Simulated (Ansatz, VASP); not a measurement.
# Two plane-wave programs on MgO

```
Mg O
1.0
     0.00000    2.10217    2.12025
     2.10217    0.00000    2.12025
     2.10217    2.10217    0.00000
Mg O
1 1
Cartesian
  0.0000 0.0000 0.0000
  2.1022 2.1022 2.1202
```

Change from the starting cell: uniaxial_z strain +0.9%.

Alike in both runs: task single point; functional r2SCAN; k mesh 10 × 10 × 10; no spin polarisation.

```csv
,VASP,Ansatz
version,VASP 6.6.1,Ansatz 0.2.0
potentials or method,"VASP PAW PBE potentials, release 64 (Mg_sv, O)","plane waves, PAW"
plane-wave cutoff (eV),750,500
occupations,"gaussian, width 0.01 eV",fixed
valence electrons in the cell,16,16
```

VASP gave:

* gap on the k mesh at the Fermi level (eV): 5.60
* pressure (GPa): -1.3
* traceless stress, the component that is largest in VASP (GPa): -1.12

Problem. Which values does Ansatz return?

Solution. gap on the k mesh at the Fermi level (eV): 5.59; pressure (GPa): -1.4; traceless stress, the component that is largest in VASP (GPa): -1.16.

VASP's potentials were made for PBE, not for r2SCAN.
